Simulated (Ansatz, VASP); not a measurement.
# Two plane-wave programs on EuO

```
CELL_PARAMETERS angstrom
0.00000 2.52898 2.52898
2.52898 0.00000 2.52898
2.52898 2.52898 0.00000
ATOMIC_POSITIONS crystal
Eu 0.50000 0.50000 0.50000
O 0.00000 0.00000 0.00000
```

Alike in both runs: task single point; functional PBE; dispersion D3(BJ); k mesh 8 × 8 × 8; occupations gaussian, width 0.05 eV; collinear spin; Hubbard terms Eu f U = 6.0 eV.

```csv
,VASP,Ansatz
version,VASP 6.6.1,Ansatz 0.2.0
potentials or method,"VASP PAW PBE potentials, release 64 (Eu, O), cutoff 600 eV","scalar-relativistic, plane waves, PAW"
valence electrons in the cell,23,23
```

|  | VASP | Ansatz | Ansatz less VASP |
| --- | --- | --- | --- |
| pressure (GPa) | 3.4 | 4.1 | +0.66 |
| net moment per atom (μB) | 3.50 | 3.50 | 0.000 |
| size of the moment on the site where the two differ most (μB) | 0.10 | 0.09 | -0.012 |

Site moments also hang on the region over which each program counts them. The programs project onto different local orbitals, so the same U acts differently, and such runs can settle in different states.

Spin-orbit coupling is off throughout.
